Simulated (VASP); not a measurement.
Write the native input for VASP 6.6.1 that does the following.

- Task: single point
- Functional: PBE
- Potentials or basis: VASP PAW PBE potentials, release 64 (W_sv, S)
- Cutoff: 520 eV
- k mesh: 12 × 12 × 2
- Occupations: gaussian, width 0.01 eV
- Spin: no spin polarisation
- Dipole correction: no
- Further INCAR settings: ALGO = Normal; EDIFF = 1e-06; NBANDS = 35

The structure of WS2 lies in POSCAR:

```
WS2
1.0
    3.1699447461      0.0000000000      0.0000000000
   -1.5849723731      2.7452526787      0.0000000000
    0.0000000000      0.0000000000     12.4911159820
W S
2 4
Direct
    0.3333333333      0.6666666667      0.2500000000
    0.6666666667      0.3333333333      0.7500000000
    0.3333333333      0.6666666667      0.6248924639
    0.6666666667      0.3333333333      0.1248924639
    0.3333333333      0.6666666667      0.8751075361
    0.6666666667      0.3333333333      0.3751075361
```

One way to write it, as run:

INCAR

```
PREC     = Accurate       # precision mode
ENCUT    = 520            # plane-wave cutoff, eV
EDIFF    = 1E-6           # SCF threshold, eV
ISMEAR   = 0              # smearing method
SIGMA    = 0.01           # smearing width, eV
LREAL    = F              # projectors in reciprocal space
LASPH    = T              # aspherical terms in the spheres
NELM     = 60             # most SCF steps
ALGO     = Normal         # electronic algorithm
ISIF     = 2              # what is computed and relaxed
LWAVE    = F              # write WAVECAR
LCHARG   = T              # write CHGCAR
GGA      = PE             # functional
LELF     = T              # ELF
LVHAR    = T            
NBANDS   = 35             # bands
```

KPOINTS

```
Automatic mesh
0
Gamma
  12 12 2
```

Potentials or basis: VASP PAW PBE potentials, release 64 (W_sv, S).

The run is started by

```bash
$ cat potpaw_PBE.64/W_sv/POTCAR potpaw_PBE.64/S/POTCAR > POTCAR
$ mpirun -np 1 vasp_std > vasp.out
```

Results of the run:

```json
{
 "Pressure": "3.2 GPa",
 "Largest force": "0.198 eV/Å",
 "Band gap on the k mesh": "1.06 eV (least direct gap 1.78 eV)"
}
```

Caveat: the cell stands under pressure; spin-orbit coupling is left out, which moves the levels of the heavy elements; this functional lacks dispersion, which binds the layers, so the pressure and a relaxed spacing across them are unreliable.

Wall time 97 s on 1 thread of Intel(R) Xeon(R) Platinum 8488C (Sapphire Rapids), with other jobs on the host, peak memory 0.28 GiB.
